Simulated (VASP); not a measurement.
Wanted: the native input for a VASP 6.6.1 run.

- Task: single point
- Functional: r2SCAN
- Potentials or basis: VASP PAW PBE potentials, release 64 (Ti_sv)
- Cutoff: 520 eV
- k mesh: 13 × 13 × 7
- Occupations: methfessel-paxton, width 0.05 eV
- Spin: no spin polarisation
- Dipole correction: no
- Further INCAR settings: ALGO = Normal; EDIFF = 1e-07; NBANDS = 19

Ti:

```xyz
2
Lattice="2.9500 0.0000 0.0000 -1.4750 2.5548 0.0000 0.0000 0.0000 4.6800" Properties=species:S:1:pos:R:3 pbc="T T T"
Ti    0.0000    1.7032    1.1700
Ti    1.4750    0.8516    3.5100
```

One way to write it, as run:

POSCAR

```
Ti
1.0
    2.9500000000      0.0000000000      0.0000000000
   -1.4750000000      2.5547750000      0.0000000000
    0.0000000000      0.0000000000      4.6800000000
Ti
2
Direct
    0.3333333333      0.6666666667      0.2500000000
    0.6666666667      0.3333333333      0.7500000000
```

INCAR.step1

```
SYSTEM = Ti
ALGO = Normal ; EDIFF = 1E-4
ENCUT = 520 ; GGA = PE
ISMEAR = 1 ; LASPH = .TRUE.
LCHARG = .FALSE. ; LREAL = .FALSE.
LWAVE = .TRUE. ; NBANDS = 19
NELM = 80 ; PREC = Accurate
SIGMA = 0.05
```

INCAR.step2

```
SYSTEM = Ti
ALGO = Normal ; EDIFF = 1E-7
ENCUT = 520 ; ISIF = 2
ISMEAR = 1 ; ISTART = 1
LASPH = .TRUE. ; LCHARG = .FALSE.
LMIXTAU = .TRUE. ; LREAL = .FALSE.
LWAVE = .FALSE. ; METAGGA = R2SCAN
NBANDS = 19 ; NELM = 80
PREC = Accurate ; SIGMA = 0.05
```

KPOINTS

```
k-points
0
G
  13 13 7
  0 0 0
```

Potentials or basis: VASP PAW PBE potentials, release 64 (Ti_sv).

Launch:

```sh
$ cat potpaw_PBE.64/Ti_sv/POTCAR > POTCAR
$ cp INCAR.step1 INCAR
$ mpirun -np 1 vasp_std > vasp.out
$ cp INCAR.step2 INCAR
$ mpirun -np 1 vasp_std > vasp.out
```

Results of the run:

| Property | Result |
| --- | --- |
| Pressure | -1.8 GPa |
| Band gap on the k mesh | zero (band 12 reaches 9.10 eV, above the bottom of band 13 at 7.86 eV) |

Caveat: the PAW data sets were made with another functional, which shifts forces and pressure a little.

Wall time 77 s on 1 thread of Intel(R) Xeon(R) 6975P-C (Granite Rapids), on a shared host, peak memory 0.18 GiB.
